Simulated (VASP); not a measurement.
# TiNi (Pm-3m) in VASP: notebook

Runs on TiNi. Level: PBEsol. Tasks: single point.

Program: VASP 6.6.1. These are calculated values, not measurements. Logs are shortened: lines on timing, memory, paths and dates and some standing lists are left out, and cuts for length are marked.

**1. The cell of the first run**

It takes space group Pm-3m (No. 221, cubic). Conventional cell: a = 2.988 Å, b = 2.988 Å, c = 2.988 Å, α = 90.00°, β = 90.00°, γ = 90.00°. Ti (site symmetry m-3m) has 8 Ni at 2.59 Å and 6 Ti at 2.99 Å within 3.4 Å. Ni (site symmetry m-3m) has 8 Ti at 2.59 Å and 6 Ni at 2.99 Å within 3.4 Å.

**2. Single point, PBEsol, collinear spin, ferromagnetic start**

File INCAR:

```
PREC     = Accurate       # precision mode
ENCUT    = 520            # plane-wave cutoff, eV
EDIFF    = 1E-6           # SCF threshold, eV
ISMEAR   = -1             # smearing method
SIGMA    = 0.1            # smearing width, eV
LREAL    = F              # projectors in reciprocal space
LASPH    = T              # aspherical terms in the spheres
NELM     = 150            # most SCF steps
ALGO     = Normal         # electronic algorithm
ISIF     = 2              # what is computed and relaxed
LWAVE    = F              # write WAVECAR
LCHARG   = T              # write CHGCAR
ISPIN    = 2              # spin polarisation
MAGMOM   = 0 1.5          # initial moments
LORBIT   = 11             # projections on sites
LMAXMIX  = 4              # l up to which the mixer works
GGA      = PS             # functional
LELF     = T              # ELF
LVHAR    = T            
NBANDS   = 22             # bands
```

File KPOINTS:

```
regular mesh
0
Gamma
  7 7 7
```

File POSCAR:

```
TiNi
1.0
    2.9880661300      0.0000000000      0.0000000000
    0.0000000000      2.9880661300      0.0000000000
    0.0000000000      0.0000000000      2.9880661300
Ti Ni
1 1
Direct
    0.4999999983      0.4999999983      0.4999999983
    0.0000000000      0.0000000000      0.0000000000
```

Potentials or basis: VASP PAW PBE potentials, release 64 (Ti_sv, Ni).

Started as:

```console
> cat potpaw_PBE.64/Ti_sv/POTCAR potpaw_PBE.64/Ni/POTCAR > POTCAR
> mpirun -np 1 vasp_std > vasp.out
```

OUTCAR:

```text
PREC = Accurate
   ENCUT = 520
   EDIFF = 1E-6
   ISMEAR = -1
   LREAL = F
   LASPH = T
   NELM = 150
   ISIF = 2
   ISPIN = 2
   LORBIT = 11
   GGA = PS

 ion  position               nearest neighbor table
   1  0.500  0.500  0.500-   2 2.59   2 2.59   2 2.59   2 2.59   2 2.59   2 2.59   2 2.59   2 2.59

   2  0.000  0.000  0.000-   1 2.59   1 2.59   1 2.59   1 2.59   1 2.59   1 2.59   1 2.59   1 2.59

  LATTYP: Found a simple cubic cell.
 ALAT       =     2.9880661300

  Lattice vectors:

 A1 = (   2.9880661300,   0.0000000000,   0.0000000000)
 A2 = (   0.0000000000,   2.9880661300,   0.0000000000)
 A3 = (   0.0000000000,   0.0000000000,   2.9880661300)

Analysis of symmetry for initial positions (statically):
=====================================================================
 Subroutine PRICEL returns:
 Original cell was already a primitive cell.

 Routine SETGRP: Setting up the symmetry group for a
 simple cubic supercell.

 Subroutine GETGRP returns: Found 48 space group operations
 (whereof 48 operations were pure point group operations)
 out of a pool of 48 trial point group operations.

The static configuration has the point symmetry O_h .

Analysis of symmetry for dynamics (positions and initial velocities):
=====================================================================
 Subroutine PRICEL returns:
 Original cell was already a primitive cell.

 Routine SETGRP: Setting up the symmetry group for a
 simple cubic supercell.

 Subroutine GETGRP returns: Found 48 space group operations
 (whereof 48 operations were pure point group operations)
 out of a pool of 48 trial point group operations.

The dynamic configuration has the point symmetry O_h .

Analysis of structural, dynamic, and magnetic symmetry:
=====================================================================
 Subroutine PRICEL returns:
 Original cell was already a primitive cell.

 Routine SETGRP: Setting up the symmetry group for a
 simple cubic supercell.

 Subroutine GETGRP returns: Found 48 space group operations
 (whereof 48 operations were pure point group operations)
 out of a pool of 48 trial point group operations.

The overall configuration has the point symmetry O_h .

 Subroutine INISYM returns: Found 48 space group operations
 (whereof 48 operations are pure point group operations),
 and found     1 'primitive' translations

----------------------------------------------------------------------------------------

                                     Primitive cell

  volume of cell :      26.6791

  direct lattice vectors                    reciprocal lattice vectors
     2.988066130  0.000000000  0.000000000     0.334664615  0.000000000  0.000000000
     0.000000000  2.988066130  0.000000000     0.000000000  0.334664615  0.000000000
     0.000000000  0.000000000  2.988066130     0.000000000  0.000000000  0.334664615

  length of vectors
     2.988066130  2.988066130  2.988066130     0.334664615  0.334664615  0.334664615

  position of ions in fractional coordinates (direct lattice)
     0.499999998  0.499999998  0.499999998
     0.000000000  0.000000000  0.000000000

  ion indices of the primitive-cell ions
   primitive index   ion index
                 1           1
                 2           2

----------------------------------------------------------------------------------------

 KPOINTS: regular mesh

Automatic generation of k-mesh.
 Grid dimensions read from file:
 generate k-points for:    7    7    7

 Generating k-lattice:

  Cartesian coordinates                     Fractional coordinates (reciprocal lattice)
     0.047809231  0.000000000  0.000000000     0.142857143  0.000000000  0.000000000
     0.000000000  0.047809231  0.000000000     0.000000000  0.142857143  0.000000000
     0.000000000  0.000000000  0.047809231     0.000000000  0.000000000  0.142857143

  Length of vectors
     0.047809231  0.047809231  0.047809231

  Shift w.r.t. Gamma in fractional coordinates (k-lattice)
     0.000000000  0.000000000  0.000000000

 Subroutine IBZKPT returns following result:
 ===========================================

 Found     20 irreducible k-points:

 Following reciprocal coordinates:
            Coordinates               Weight
  0.000000  0.000000  0.000000      1.000000
  0.142857  0.000000  0.000000      6.000000
  0.285714  0.000000  0.000000      6.000000
  0.428571  0.000000  0.000000      6.000000
  0.142857  0.142857  0.000000     12.000000
  0.285714  0.142857  0.000000     24.000000
[... 12 lines left out ...]
  0.428571  0.428571  0.285714     24.000000
  0.428571  0.428571  0.428571      8.000000
   k-points           NKPTS =     20   k-points in BZ     NKDIM =     20   number of bands    NBANDS=     22
   number of dos      NEDOS =    301   number of ions     NIONS =      2
   total plane-waves  NPLWV =  13824
   dimension x,y,z NGX =    24 NGY =   24 NGZ =   24
   dimension x,y,z NGXF=    48 NGYF=   48 NGZF=   48
   ions per type =               1   1
   NGX,Y,Z   is equivalent  to a cutoff of  13.35, 13.35, 13.35 a.u.
   NGXF,Y,Z  is equivalent  to a cutoff of  26.71, 26.71, 26.71 a.u.
 SYSTEM =  unknown system
   PREC   = accura    normal or accurate (medium, high low for compatibility)
   ISTART =      0    job   : 0-new  1-cont  2-samecut
   ICHARG =      2    charge: 1-file 2-atom 10-const
   ISPIN  =      2    spin polarized calculation?
   LNONCOLLINEAR =      F non collinear calculations
   LSORBIT =      F    spin-orbit coupling
   LASPH  =      T    aspherical Exc in radial PAW
   ENCUT  =  520.0 eV  38.22 Ry    6.18 a.u.   5.56  5.56  5.56*2*pi/ulx,y,z
   NELM   =    150;   NELMIN=  2; NELMDL= -5     # of ELM steps
   EDIFF  = 0.1E-05   stopping-criterion for ELM
   LREAL  =      F    real-space projection
   EDIFFG = 0.1E-04   stopping-criterion for IOM
   NSW    =      0    number of steps for IOM
   IBRION =     -1    ionic relax: 0-MD 1-quasi-New 2-CG
   NFREE  =      0    steps in history (QN), initial steepest desc. (CG)
   ISIF   =      2    stress and relaxation
   ISYM   =      2    0-nonsym 1-usesym 2-fastsym
   POTIM  = 0.5000    time-step for ionic-motion
   TEBEG  =    0.0;   TEEND  =   0.0 temperature during run
   PSTRESS=    0.0 pullay stress
   NELECT =      22.0000    total number of electrons
   NUPDOWN=      -1.0000    fix difference up-down
   EMIN   =  10.00;   EMAX   =-10.00  energy-range for DOS
   EFERMI =   0.00;   METHOD = LEGACY
   ISMEAR =    -1;   SIGMA  =   0.10  broadening in eV -4-tet -1-fermi 0-gaus
   EFERMI_NEDOS =   21; number of points for ismear=-14 and -15
   IALGO  =     38    algorithm
   IMIX   =      4    mixing-type and parameters
     AMIX     =   0.40;   BMIX     =  1.00
     AMIX_MAG =   1.60;   BMIX_MAG =  1.00
  volume/ion in A,a.u.               =      13.34        90.02
  Fermi-wavevector in a.u.,A,eV,Ry     =   1.535178  2.901067 32.065840  2.356773
  Thomas-Fermi vector in A             =   2.642003
   LORBIT       =     11    0 simple, 1 ext, 2 COOP (PROOUT), +10 PAW based schemes
   GGA     = PS    functional components
   LHFCALC =     F    Hartree Fock is set to
   AEXX    =    0.0000 exact exchange contribution
   IVDW    =     0    specifies the selected vdW correction
   LEPSILON=     F    determine dielectric tensor
   LRPA    =     F    only Hartree local field effects (RPA)
 spin polarized calculation
  energy-cutoff  :      520.00
  volume of cell :       26.68
 maximum number of plane-waves:       739
 NGX is ok and might be reduce to    24
   NGX = 11   NGY = 11   NGZ = 11

 number of electron      21.9999986 magnetization       0.0016961

 number of electron      21.9999986 magnetization      -0.0005432

 Free energy of the ion-electron system (eV)
  ---------------------------------------------------
  ext. energy  EPLUGINS =         0.00000000
  ---------------------------------------------------
  free energy    TOTEN  =       -15.25375055 eV

  energy without entropy =      -15.17161041  energy(sigma->0) =      -15.21268048

 E-fermi :   9.4718     XC(G=0): -12.6638

 val. band max:        9.3596752706   @ k =   0.4286   0.4286   0.1429
 cond. band min:       9.5204277681   @ k =   0.2857   0.1429   0.0000
 fundamental gap:      0.1607524975
 Fermi energy:         9.4717600407

 spin component 1

 k-point     1 :       0.0000    0.0000    0.0000
  band No.  band energies     occupation
      1     -47.4563      1.00000
      2     -23.6506      1.00000
      3     -23.6506      1.00000
      4     -23.6506      1.00000
      5       1.6362      1.00000
      6       5.5710      1.00000
[... 14 lines left out ...]
     21      28.0725      0.00000
     22      30.5306      0.00000

 k-point     2 :       0.1429    0.0000    0.0000
  band No.  band energies     occupation
      1     -47.4503      1.00000
      2     -23.7083      1.00000
      3     -23.6462      1.00000
      4     -23.6462      1.00000
      5       2.0328      1.00000
      6       5.7262      1.00000
[... 14 lines left out ...]
     21      29.5065      0.00000
     22      29.6027      0.00000

 k-point     3 :       0.2857    0.0000    0.0000
  band No.  band energies     occupation
      1     -47.4367      1.00000
      2     -23.8363      1.00000
      3     -23.6364      1.00000
      4     -23.6364      1.00000
      5       3.1394      1.00000
      6       6.0170      1.00000
[... 14 lines left out ...]
     21      28.5221      0.00000
     22      29.2924      0.00000
[... 376 lines left out ...]
 k-point    19 :       0.4286    0.4286    0.2857
  band No.  band energies     occupation
      1     -47.3798      1.00000
      2     -23.8755      1.00000
      3     -23.8744      1.00000
      4     -23.7719      1.00000
      5       6.1205      1.00000
      6       6.2727      1.00000
[... 14 lines left out ...]
     21      22.3514      0.00000
     22      26.4776      0.00000

 k-point    20 :       0.4286    0.4286    0.4286
  band No.  band energies     occupation
      1     -47.3697      1.00000
      2     -23.8649      1.00000
      3     -23.8641      1.00000
      4     -23.8641      1.00000
      5       6.4926      1.00000
      6       6.6374      1.00000
[... 14 lines left out ...]
     21      20.5710      0.00000
     22      24.1872      0.00000
 Fermi energy:         9.4717600407

 spin component 2

 k-point     1 :       0.0000    0.0000    0.0000
  band No.  band energies     occupation
      1     -47.4566      1.00000
      2     -23.6510      1.00000
      3     -23.6510      1.00000
      4     -23.6510      1.00000
      5       1.6361      1.00000
      6       5.5712      1.00000
[... 14 lines left out ...]
     21      28.0726      0.00000
     22      30.5304      0.00000

 k-point     2 :       0.1429    0.0000    0.0000
  band No.  band energies     occupation
      1     -47.4506      1.00000
      2     -23.7086      1.00000
      3     -23.6466      1.00000
      4     -23.6466      1.00000
      5       2.0327      1.00000
      6       5.7265      1.00000
[... 14 lines left out ...]
     21      29.5065      0.00000
     22      29.6024      0.00000

 k-point     3 :       0.2857    0.0000    0.0000
  band No.  band energies     occupation
      1     -47.4371      1.00000
      2     -23.8366      1.00000
      3     -23.6367      1.00000
      4     -23.6367      1.00000
      5       3.1393      1.00000
      6       6.0172      1.00000
[... 14 lines left out ...]
     21      28.5218      0.00000
     22      29.2922      0.00000
[... 376 lines left out ...]
 k-point    19 :       0.4286    0.4286    0.2857
  band No.  band energies     occupation
      1     -47.3801      1.00000
      2     -23.8759      1.00000
      3     -23.8748      1.00000
      4     -23.7723      1.00000
      5       6.1205      1.00000
      6       6.2725      1.00000
[... 14 lines left out ...]
     21      22.3513      0.00000
     22      26.4774      0.00000

 k-point    20 :       0.4286    0.4286    0.4286
  band No.  band energies     occupation
      1     -47.3700      1.00000
      2     -23.8653      1.00000
      3     -23.8645      1.00000
      4     -23.8645      1.00000
      5       6.4924      1.00000
      6       6.6372      1.00000
[... 14 lines left out ...]
     21      20.5709      0.00000
     22      24.1871      0.00000

------------------------ aborting loop because EDIFF is reached ----------------------------------------

  FORCE on cell =-STRESS in cart. coord.  units (eV):
  Direction    XX          YY          ZZ          XY          YZ          ZX
  --------------------------------------------------------------------------------------
  -------------------------------------------------------------------------------------
  Total       -0.5639382     -0.5639382     -0.5639382      0.0000000      0.0000000      0.0000000
  in kB      -33.8665880    -33.8665880    -33.8665880      0.0000000      0.0000000      0.0000000
  external PRESSURE =     -33.8665880 kB  Pullay stress =       0.0000000 kB

 VOLUME and BASIS-vectors are now :
 -----------------------------------------------------------------------------
  energy-cutoff  :      520.00
  volume of cell :       26.68
      direct lattice vectors                 reciprocal lattice vectors
     2.988066130  0.000000000  0.000000000     0.334664615  0.000000000  0.000000000
     0.000000000  2.988066130  0.000000000     0.000000000  0.334664615  0.000000000
     0.000000000  0.000000000  2.988066130     0.000000000  0.000000000  0.334664615

 POSITION                                       TOTAL-FORCE (eV/Angst)
 -----------------------------------------------------------------------------------
      1.49403      1.49403      1.49403         0.000000      0.000000      0.000000
      0.00000      0.00000      0.00000         0.000000      0.000000      0.000000
 -----------------------------------------------------------------------------------
    total drift:                                0.000009      0.000009      0.000009

  FREE ENERGIE OF THE ION-ELECTRON SYSTEM (eV)
  ---------------------------------------------------
  free  energy   TOTEN  =       -15.2537505521 eV

  energy  without entropy=      -15.1716104073  energy(sigma->0) =      -15.21268048

 total charge

# of ion       s       p       d       tot
------------------------------------------
    1        2.241   6.167   1.856  10.264
    2        0.585   0.480   8.320   9.385
--------------------------------------------------
tot          2.826   6.647  10.177  19.649

 magnetization (x)

# of ion       s       p       d       tot
------------------------------------------
    1       -0.000  -0.000  -0.000  -0.000
    2        0.000  -0.000   0.000   0.000
--------------------------------------------------
tot          0.000  -0.000  -0.000  -0.000
```

Wall time 13 s (1 thread of Intel Xeon 6975P-C, shared host); peak memory 0.16 GiB.

What came out:

```
Free energy                                           : -15.2538 eV
Pressure                                              : -3.4 GPa
Band gap on the k mesh                                : zero (filled and empty bands overlap)
Net moment                                            : 0.00 μB per cell
Valence electrons inside the program's atomic spheres : Ti 10.26; Ni 9.38
```

Caveat: the starting moments collapsed, and a magnetic state may lie lower; the PAW data sets were made with another functional, which shifts forces and pressure a little.

**3. Single point, PBEsol, collinear spin, ferromagnetic start**

File INCAR:

```
SYSTEM = TiNi
PREC = Accurate ; ENCUT = 520
EDIFF = 1E-7 ; ISMEAR = -1
SIGMA = 0.1 ; LREAL = .FALSE.
LASPH = .TRUE. ; NELM = 150
ALGO = Normal ; ISIF = 2
LWAVE = .FALSE. ; LCHARG = .FALSE.
ISPIN = 2 ; MAGMOM = 0 1.5
LORBIT = 11 ; LMAXMIX = 4
GGA = PS ; NBANDS = 22
```

File KPOINTS:

```
regular mesh
0
G
  7 7 7
  0 0 0
```

POSCAR is that of step 2.

Potentials or basis: VASP PAW PBE potentials, release 64 (Ti_sv, Ni).

Started as:

```console
> cat potpaw_PBE.64/Ti_sv/POTCAR potpaw_PBE.64/Ni/POTCAR > POTCAR
> mpirun -np 1 vasp_std > vasp.out
```

Run time: 14 s. Hardware: 1 thread of Intel Xeon 6975P-C, shared host; peak memory 0.16 GiB.

The run converged. Its results:

```
Free energy                                           : -15.2537 eV
Pressure                                              : -3.1 GPa
Band gap on the k mesh                                : zero (filled and empty bands overlap)
Net moment                                            : 0.00 μB per cell
Valence electrons inside the program's atomic spheres : Ti 10.26; Ni 9.38
```

Levels at points of the mesh, in eV from the Fermi level:
Spin up:
| k point | band 7 | band 8 | band 9 | band 10 | band 11 | band 12 | band 13 | band 14 |
| --- | --- | --- | --- | --- | --- | --- | --- | --- |
| (0.00, 0.00, 0.00) | -3.90 | -2.00 | -2.00 | -2.00 | 0.45 | 0.45 | 2.62 | 2.62 |
Spin down:
```csv
k point,band 8,band 9,band 10,band 11,band 12,band 13
"(0.00, 0.00, 0.00)",-2.00,-2.00,-2.00,0.45,0.45,2.62
```

Caveat: the starting moments collapsed, and a magnetic state may lie lower; the PAW data sets were made with another functional, which shifts forces and pressure a little.
